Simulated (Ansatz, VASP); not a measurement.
# HgTe: VASP beside Ansatz

```
CELL_PARAMETERS angstrom
0.00000 3.21694 3.21694
3.21694 0.00000 3.21694
3.21694 3.21694 0.00000
ATOMIC_POSITIONS crystal
Hg 0.00000 0.00000 0.00000
Te 0.25000 0.25000 0.25000
```

Alike in both runs: functional LDA; k mesh 11 × 11 × 11; occupations fermi-dirac, width 0.05 eV; no spin polarisation.

Ansatz relaxed the structure, and its values are those at the end. VASP's run is a single point on that final structure, the one shown.

|  | VASP | Ansatz |
| --- | --- | --- |
| version | VASP 6.6.1 | Ansatz 0.2.0 |
| potentials or method | VASP PAW LDA potentials, release 64 (Hg, Te) | PAW with Ansatz's default frozen-core files, scalar-relativistic |
| plane-wave cutoff (eV) | 520 | 420 |
| valence electrons in the cell | 18 | 36 |

|  | VASP | Ansatz | Ansatz less VASP |
| --- | --- | --- | --- |
| pressure (GPa) | 0.3 | 0.0 | -0.27 |

LDA's correlation is that of Perdew and Zunger in VASP and of Perdew and Wang (1992) in Ansatz. VASP's potentials hold 18 valence electrons a cell and Ansatz's 36, so a difference there can come from the potentials and not from the codes.

Neither program's run includes spin-orbit coupling.
